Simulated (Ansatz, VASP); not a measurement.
**Ge3F2: VASP beside Ansatz**

```
Ge F
1.0
     3.14217    0.00000    0.00000
    -1.57109    2.72120    0.00000
     0.00000    0.00000    7.76075
Ge F
3 2
Direct
  0.33333 0.66667 0.83354
  0.66667 0.33333 0.16646
  0.00000 0.00000 0.50000
  0.33333 0.66667 0.33323
  0.66667 0.33333 0.66677
```

Alike in both runs: task single point; functional PBE; k mesh 6 × 6 × 2; occupations gaussian, width 0.1 eV; no spin polarisation.

|  | VASP | Ansatz |
| --- | --- | --- |
| version | VASP 6.6.1 | Ansatz 0.2.0 |
| potentials or method | VASP PAW PBE potentials, release 64 (Ge_d, F), cutoff 520 eV | scalar-relativistic, plane waves, PAW |
| valence electrons in the cell | 56 | 56 |

```csv
,VASP,Ansatz,Ansatz less VASP
gap on the k mesh at the Fermi level (eV),none,none,-
rms of the force components (eV/Å),1.466,1.457,-0.0097
```

Atom by atom the forces differ by 0.010 eV/Å (rms over components). A gap of «none» marks a metal or a gap that the smearing closes.

The k mesh is coarse, so the values compare programs but aren't converged.
